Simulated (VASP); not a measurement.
MnI3: single point with PBE+U

MnI3:

```
Mn I
1.0
     5.74930    0.00000    0.00000
     0.00000    5.74930    0.00000
     0.00000    0.00000    5.74930
Mn I
1 3
Direct
  0.00000 0.00000 0.00000
  0.50000 0.00000 0.00000
  0.00000 0.00000 0.50000
  0.00000 0.50000 0.00000
```

* Program: VASP 6.6.1
* Task: single point
* Functional: PBE
* Potentials or basis: VASP PAW PBE potentials, release 64 (Mn_pv, I)
* Cutoff: 520 eV
* k mesh: 6 × 6 × 6
* Occupations: gaussian, width 0.05 eV
* Spin: collinear spin, ferromagnetic start
* Starting moments: [5.04, 0.0, 0.0, 0.0] μB
* Hubbard terms: Mn d U = 5.0 eV
* Dipole correction: no
* Further INCAR settings: ALGO = Normal; EDIFF = 1e-06; NBANDS = 29

```yaml
Pressure: 0.2 GPa
Net_moment: 4.25 μB per cell
Site_moments: Mn +4.60; I -0.14 μB
Valence_electrons_inside_the_program's_atomic_spheres: Mn 11.22; I 4.28
```

Levels at points of the mesh, in eV from the Fermi level:
Spin up:
```tsv
k point	band 17	band 18	band 19	band 20	band 21	band 22
(0.00, 0.00, 0.00)	-0.56	-0.26	-0.26	-0.26	0.94	4.99
(0.50, 0.00, 0.00)	-0.83	-0.74	-0.38	-0.38	3.80	5.84
(0.50, 0.50, 0.00)	-0.81	-0.81	0.24	0.28	5.39	5.39
(0.50, 0.50, 0.50)	0.25	0.29	0.29	0.29	4.67	4.67
```
Spin down:
```csv
k point,band 13,band 14,band 15,band 16,band 17,band 18
"(0.00, 0.00, 0.00)",-0.38,-0.38,-0.38,2.28,3.02,3.02
"(0.50, 0.00, 0.00)",-0.87,-0.51,-0.51,2.97,3.05,3.34
"(0.50, 0.50, 0.00)",-1.18,-1.18,0.13,3.23,3.73,3.73
"(0.50, 0.50, 0.50)",0.14,0.14,0.14,3.94,3.94,3.94
```

Eigenvalues of the final occupation matrices:
| site | spin | trace | eigenvalues |
| --- | --- | --- | --- |
| site 1 d | 1 | 4.70 | 0.94 0.94 0.94 0.94 0.94 |
| site 1 d | 2 | 0.17 | 0.02 0.02 0.02 0.06 0.06 |

It took 4.5 min on 1 thread of Intel Xeon 8259CL, with other jobs on the host, peak memory 0.5 GiB.

Caveat: spin-orbit coupling is left out, which moves the levels of the heavy elements. The state reached can hang on the start; a lower one may exist.
